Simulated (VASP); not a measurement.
# Ti2Co (Fd-3m) in VASP: single point with r2SCAN

Aim: the single point of Ti2Co with r2SCAN.

Program: VASP 6.6.1. These are calculated values, not measurements. Logs are shortened: lines on timing, memory, paths and dates and some standing lists are left out, and cuts for length are marked.

### Step 1. The cell of the first run

It takes space group Fd-3m (No. 227, cubic). The conventional cell has a = 7.129 Å, b = 7.129 Å, c = 7.129 Å, α = 90.00°, β = 90.00°, γ = 90.00°. Within 3.3 Å of Ti (site symmetry -3m) lie 6 Ti at 2.52 Å and 6 Co at 2.96 Å. Within 3.9 Å of Co (site symmetry -43m) lie 12 Ti at 2.96 Å and 4 Co at 3.09 Å.

### Step 2. Single point, r2SCAN, collinear spin, ferromagnetic start

Input file POSCAR:

```
Ti2Co
1.0
    0.0000000000      3.5647269140      3.5647269140
    3.5647269140      0.0000000000      3.5647269140
    3.5647269140      3.5647269140      0.0000000000
Ti Co
4 2
Direct
    0.6250000000      0.6250000000      0.6250000000
    0.1250000000      0.6250000000      0.6250000000
    0.6250000000      0.6250000000      0.1250000000
    0.6250000000      0.1250000000      0.6250000000
    0.0000000000      0.0000000000      0.0000000000
    0.2500000000      0.2500000000      0.2500000000
```

Input file INCAR.step1:

```
SYSTEM = Ti2Co
PREC = Accurate
ENCUT = 520
ISMEAR = 0
SIGMA = 0.1
LREAL = .False.
LASPH = .True.
NELM = 150
ISPIN = 2
MAGMOM = 0.4 0.4 0.4 0.4 1.98 1.98
LMAXMIX = 4
NBANDS = 46
GGA = PE
ALGO = Normal
EDIFF = 1E-4
LWAVE = .True.
LCHARG = .False.
```

Input file INCAR.step2:

```
SYSTEM = Ti2Co
PREC = Accurate
ENCUT = 520
EDIFF = 1E-6
ISMEAR = 0
SIGMA = 0.1
LREAL = .False.
LASPH = .True.
NELM = 150
ALGO = Normal
ISIF = 2
LWAVE = .False.
LCHARG = .False.
ISPIN = 2
MAGMOM = 0.4 0.4 0.4 0.4 1.98 1.98
LORBIT = 11
LMAXMIX = 4
METAGGA = R2SCAN
LMIXTAU = .True.
NBANDS = 46
ISTART = 1
```

Input file KPOINTS:

```
Automatic mesh
0
Gamma
  10 10 10
  0 0 0
```

Potentials or basis: VASP PAW PBE potentials, release 64 (Ti_sv, Co).

On the command line:

```
cat potpaw_PBE.64/Ti_sv/POTCAR potpaw_PBE.64/Co/POTCAR > POTCAR
cp INCAR.step1 INCAR
mpirun -np 1 vasp_std > vasp.out
cp INCAR.step2 INCAR
mpirun -np 1 vasp_std > vasp.out
```

OUTCAR:

```text
SYSTEM = Ti2Co
   PREC = Accurate
   ENCUT = 520
   EDIFF = 1E-6
   ISMEAR = 0
   LREAL = .False.
   LASPH = .True.
   NELM = 150
   ISIF = 2
   ISPIN = 2
   LORBIT = 11
   METAGGA = R2SCAN
   ISTART = 1

 ion  position               nearest neighbor table
   1  0.625  0.625  0.625-   2 2.52   3 2.52   4 2.52   3 2.52   4 2.52   2 2.52   6 2.96   5 2.96
                             6 2.96   5 2.96   6 2.96   5 2.96
   2  0.125  0.625  0.625-   1 2.52   3 2.52   4 2.52   1 2.52   3 2.52   4 2.52   5 2.96   6 2.96
                             5 2.96   5 2.96   6 2.96   6 2.96
   3  0.625  0.625  0.125-   1 2.52   1 2.52   2 2.52   4 2.52   4 2.52   2 2.52   6 2.96   5 2.96
                             6 2.96   5 2.96   6 2.96   5 2.96
   4  0.625  0.125  0.625-   1 2.52   3 2.52   1 2.52   2 2.52   3 2.52   2 2.52   5 2.96   6 2.96
                             5 2.96   6 2.96   6 2.96   5 2.96
   5  0.000  0.000  0.000-   1 2.96   3 2.96   4 2.96   1 2.96   2 2.96   3 2.96   1 2.96   2 2.96
                             4 2.96   2 2.96   3 2.96   4 2.96   6 3.09   6 3.09   6 3.09   6 3.09
   6  0.250  0.250  0.250-   1 2.96   3 2.96   4 2.96   2 2.96   2 2.96   4 2.96   1 2.96   2 2.96
                             3 2.96   1 2.96   3 2.96   4 2.96   5 3.09   5 3.09   5 3.09   5 3.09

  LATTYP: Found a face centered cubic cell.
 ALAT       =     7.1294538280

  Lattice vectors:

 A1 = (   0.0000000000,   3.5647269140,   3.5647269140)
 A2 = (   3.5647269140,   0.0000000000,   3.5647269140)
 A3 = (   3.5647269140,   3.5647269140,   0.0000000000)

Analysis of symmetry for initial positions (statically):
=====================================================================
 Subroutine PRICEL returns:
 Original cell was already a primitive cell.

 Routine SETGRP: Setting up the symmetry group for a
 face centered cubic supercell.

 Subroutine GETGRP returns: Found 48 space group operations
 (whereof 24 operations were pure point group operations)
 out of a pool of 48 trial point group operations.

The static configuration has the point symmetry T_d .
 The point group associated with its full space group is O_h .

Analysis of symmetry for dynamics (positions and initial velocities):
=====================================================================
 Subroutine PRICEL returns:
 Original cell was already a primitive cell.

 Routine SETGRP: Setting up the symmetry group for a
 face centered cubic supercell.

 Subroutine GETGRP returns: Found 48 space group operations
 (whereof 24 operations were pure point group operations)
 out of a pool of 48 trial point group operations.

The dynamic configuration has the point symmetry T_d .
 The point group associated with its full space group is O_h .

Analysis of structural, dynamic, and magnetic symmetry:
=====================================================================
 Subroutine PRICEL returns:
 Original cell was already a primitive cell.

 Routine SETGRP: Setting up the symmetry group for a
 face centered cubic supercell.

 Subroutine GETGRP returns: Found 48 space group operations
 (whereof 24 operations were pure point group operations)
 out of a pool of 48 trial point group operations.

The overall configuration has the point symmetry T_d .
 The point group associated with its full space group is O_h .

 Subroutine INISYM returns: Found 48 space group operations
 (whereof 24 operations are pure point group operations),
 and found     1 'primitive' translations

----------------------------------------------------------------------------------------

                                     Primitive cell

  volume of cell :      90.5960

  direct lattice vectors                    reciprocal lattice vectors
     0.000000000  3.564726914  3.564726914    -0.140263199  0.140263199  0.140263199
     3.564726914  0.000000000  3.564726914     0.140263199 -0.140263199  0.140263199
     3.564726914  3.564726914  0.000000000     0.140263199  0.140263199 -0.140263199

  length of vectors
     5.041285148  5.041285148  5.041285148     0.242942987  0.242942987  0.242942987

  position of ions in fractional coordinates (direct lattice)
     0.625000000  0.625000000  0.625000000
     0.125000000  0.625000000  0.625000000
     0.625000000  0.625000000  0.125000000
     0.625000000  0.125000000  0.625000000
     0.000000000  0.000000000  0.000000000
     0.250000000  0.250000000  0.250000000

  ion indices of the primitive-cell ions
   primitive index   ion index
                 1           1
                 2           2
                 3           3
                 4           4
                 5           5
                 6           6

----------------------------------------------------------------------------------------

 KPOINTS: Automatic mesh

Automatic generation of k-mesh.
 Grid dimensions read from file:
 generate k-points for:   10   10   10

 Generating k-lattice:

  Cartesian coordinates                     Fractional coordinates (reciprocal lattice)
    -0.014026320  0.014026320  0.014026320     0.100000000  0.000000000  0.000000000
     0.014026320 -0.014026320  0.014026320     0.000000000  0.100000000  0.000000000
     0.014026320  0.014026320 -0.014026320     0.000000000  0.000000000  0.100000000

  Length of vectors
     0.024294299  0.024294299  0.024294299

  Shift w.r.t. Gamma in fractional coordinates (k-lattice)
     0.000000000  0.000000000  0.000000000

 Subroutine IBZKPT returns following result:
 ===========================================

 Found     47 irreducible k-points:

 Following reciprocal coordinates:
            Coordinates               Weight
  0.000000  0.000000  0.000000      1.000000
  0.100000  0.000000  0.000000      8.000000
  0.200000  0.000000  0.000000      8.000000
  0.300000  0.000000  0.000000      8.000000
  0.400000  0.000000  0.000000      8.000000
  0.500000  0.000000  0.000000      4.000000
[... 16 lines left out ...]
  0.300000  0.300000  0.000000      6.000000
  0.400000  0.300000  0.000000     24.000000
 [... further k-points ...]
   k-points           NKPTS =     47   k-points in BZ     NKDIM =     47   number of bands    NBANDS=     46
   number of dos      NEDOS =    301   number of ions     NIONS =      6
   total plane-waves  NPLWV =  64000
   dimension x,y,z NGX =    40 NGY =   40 NGZ =   40
   dimension x,y,z NGXF=    80 NGYF=   80 NGZF=   80
   ions per type =               4   2
   NGX,Y,Z   is equivalent  to a cutoff of  13.19, 13.19, 13.19 a.u.
   NGXF,Y,Z  is equivalent  to a cutoff of  26.38, 26.38, 26.38 a.u.
 SYSTEM =  Ti2Co
   PREC   = accura    normal or accurate (medium, high low for compatibility)
   ISTART =      1    job   : 0-new  1-cont  2-samecut
   ICHARG =      0    charge: 1-file 2-atom 10-const
   ISPIN  =      2    spin polarized calculation?
   LNONCOLLINEAR =      F non collinear calculations
   LSORBIT =      F    spin-orbit coupling
   LASPH  =      T    aspherical Exc in radial PAW
   ENCUT  =  520.0 eV  38.22 Ry    6.18 a.u.   9.37  9.37  9.37*2*pi/ulx,y,z
   NELM   =    150;   NELMIN=  2; NELMDL=  0     # of ELM steps
   EDIFF  = 0.1E-05   stopping-criterion for ELM
   LREAL  =      F    real-space projection
   EDIFFG = 0.1E-04   stopping-criterion for IOM
   NSW    =      0    number of steps for IOM
   IBRION =     -1    ionic relax: 0-MD 1-quasi-New 2-CG
   NFREE  =      0    steps in history (QN), initial steepest desc. (CG)
   ISIF   =      2    stress and relaxation
   ISYM   =      2    0-nonsym 1-usesym 2-fastsym
   POTIM  = 0.5000    time-step for ionic-motion
   TEBEG  =    0.0;   TEEND  =   0.0 temperature during run
   PSTRESS=    0.0 pullay stress
   NELECT =      66.0000    total number of electrons
   NUPDOWN=      -1.0000    fix difference up-down
   EMIN   =  10.00;   EMAX   =-10.00  energy-range for DOS
   EFERMI =   0.00;   METHOD = LEGACY
   ISMEAR =     0;   SIGMA  =   0.10  broadening in eV -4-tet -1-fermi 0-gaus
   EFERMI_NEDOS =   21; number of points for ismear=-14 and -15
   IALGO  =     38    algorithm
   IMIX   =      4    mixing-type and parameters
     AMIX     =   0.40;   BMIX     =  1.00
     AMIX_MAG =   1.60;   BMIX_MAG =  1.00
  volume/ion in A,a.u.               =      15.10       101.90
  Fermi-wavevector in a.u.,A,eV,Ry     =   1.473058  2.783676 29.523284  2.169900
  Thomas-Fermi vector in A             =   2.587997
   LORBIT       =     11    0 simple, 1 ext, 2 COOP (PROOUT), +10 PAW based schemes
   METAGGA = R2SCAN    functional components
   LHFCALC =     F    Hartree Fock is set to
   AEXX    =    0.0000 exact exchange contribution
   IVDW    =     0    specifies the selected vdW correction
   LEPSILON=     F    determine dielectric tensor
   LRPA    =     F    only Hartree local field effects (RPA)
 spin polarized calculation
 Gauss-broadening in eV      SIGMA  =   0.10
  energy-cutoff  :      520.00
  volume of cell :       90.60
 maximum number of plane-waves:      2458
 NGX is ok and might be reduce to    40
   NGX = 19   NGY = 19   NGZ = 19

 number of electron      66.0000026 magnetization       4.8066296

 Free energy of the ion-electron system (eV)
  ---------------------------------------------------
  ext. energy  EPLUGINS =         0.00000000
  ---------------------------------------------------
  free energy    TOTEN  =       -75.28265390 eV

  energy without entropy =      -75.25966928  energy(sigma->0) =      -75.27116159

 E-fermi :   8.4341     XC(G=0): -12.8966

 val. band max:        8.4301970510   @ k =  -0.4000   0.4000   0.0000
 cond. band min:       8.4367831913   @ k =   0.5000   0.1000   0.0000
 fundamental gap:      0.0065861402
 Fermi energy:         8.4341467640

 spin component 1

 k-point     1 :       0.0000    0.0000    0.0000
  band No.  band energies     occupation
      1     -50.6368      1.00000
      2     -50.2174      1.00000
      3     -50.2174      1.00000
      4     -50.2174      1.00000
      5     -27.1506      1.00000
      6     -26.1379      1.00000
[... 37 lines left out ...]
     44      12.0914      0.00000
     45      12.0914      0.00000
[... 1063 lines left out ...]
      5     -26.6942      1.00000
      6     -26.1982      1.00000
[... 37 lines left out ...]
     44      11.0112      0.00000
     45      11.8963      0.00000

 [... further k-points ...]

 spin component 2

 k-point     1 :       0.0000    0.0000    0.0000
  band No.  band energies     occupation
      1     -50.1392      1.00000
      2     -49.7347      1.00000
      3     -49.7347      1.00000
      4     -49.7347      1.00000
      5     -26.4859      1.00000
      6     -25.6324      1.00000
[... 37 lines left out ...]
     44      12.3125      0.00000
     45      12.3126      0.00000
[... 1063 lines left out ...]
      5     -26.0396      1.00000
      6     -25.6461      1.00000
[... 37 lines left out ...]
     44      11.6964      0.00000
     45      12.1819      0.00000

 [... further k-points ...]

 [bands above 45 left out]

------------------------ aborting loop because EDIFF is reached ----------------------------------------

  FORCE on cell =-STRESS in cart. coord.  units (eV):
  Direction    XX          YY          ZZ          XY          YZ          ZX
  --------------------------------------------------------------------------------------
  -------------------------------------------------------------------------------------
  Total        0.2907402      0.2907402      0.2907402      0.0000000      0.0000000      0.0000000
  in kB        5.1417009      5.1417009      5.1417009      0.0000000      0.0000000      0.0000000
  external PRESSURE =       5.1417009 kB  Pullay stress =       0.0000000 kB

 VOLUME and BASIS-vectors are now :
 -----------------------------------------------------------------------------
  energy-cutoff  :      520.00
  volume of cell :       90.60
      direct lattice vectors                 reciprocal lattice vectors
     0.000000000  3.564726914  3.564726914    -0.140263199  0.140263199  0.140263199
     3.564726914  0.000000000  3.564726914     0.140263199 -0.140263199  0.140263199
     3.564726914  3.564726914  0.000000000     0.140263199  0.140263199 -0.140263199

 POSITION                                       TOTAL-FORCE (eV/Angst)
 -----------------------------------------------------------------------------------
      4.45591      4.45591      4.45591         0.000000      0.000000      0.000000
      4.45591      2.67355      2.67355         0.000000      0.000000      0.000000
      2.67355      2.67355      4.45591         0.000000     -0.000000      0.000000
      2.67355      4.45591      2.67355         0.000000     -0.000000      0.000000
      0.00000      0.00000      0.00000        -0.000000     -0.000000     -0.000000
      1.78236      1.78236      1.78236         0.000000      0.000000      0.000000
 -----------------------------------------------------------------------------------
    total drift:                                0.000000      0.000000      0.000000

  FREE ENERGIE OF THE ION-ELECTRON SYSTEM (eV)
  ---------------------------------------------------
  free  energy   TOTEN  =       -75.2826538972 eV

  energy  without entropy=      -75.2596692754  energy(sigma->0) =      -75.27116159

 total charge

# of ion       s       p       d       tot
------------------------------------------
    1        2.272   6.128   2.092  10.493
    2        2.272   6.128   2.092  10.493
    3        2.272   6.128   2.092  10.493
    4        2.272   6.128   2.092  10.493
    5        0.423   0.402   7.083   7.909
    6        0.423   0.402   7.083   7.909
--------------------------------------------------
tot          9.934  25.318  22.535  57.788

 magnetization (x)

# of ion       s       p       d       tot
------------------------------------------
    1        0.008  -0.008   0.416   0.415
    2        0.008  -0.008   0.416   0.415
    3        0.008  -0.008   0.416   0.415
    4        0.008  -0.008   0.416   0.415
    5        0.016  -0.028   1.741   1.729
    6        0.016  -0.028   1.741   1.729
--------------------------------------------------
tot          0.063  -0.089   5.145   5.119
```

Run time: 51 min. Hardware: 1 thread of Oxide Virtual Turin-like, shared host; peak memory 0.48 GiB.

What came out:

| Item | Value |
| --- | --- |
| Free energy | -75.2827 eV |
| Pressure | 0.5 GPa |
| Net moment | 4.81 μB per cell |
| Site moments | Ti +0.41; Co +1.73 μB |
| Valence electrons inside the program's atomic spheres | Ti 10.49; Co 7.91 |

Caveat: the PAW data sets were made with another functional, which shifts forces and pressure a little.
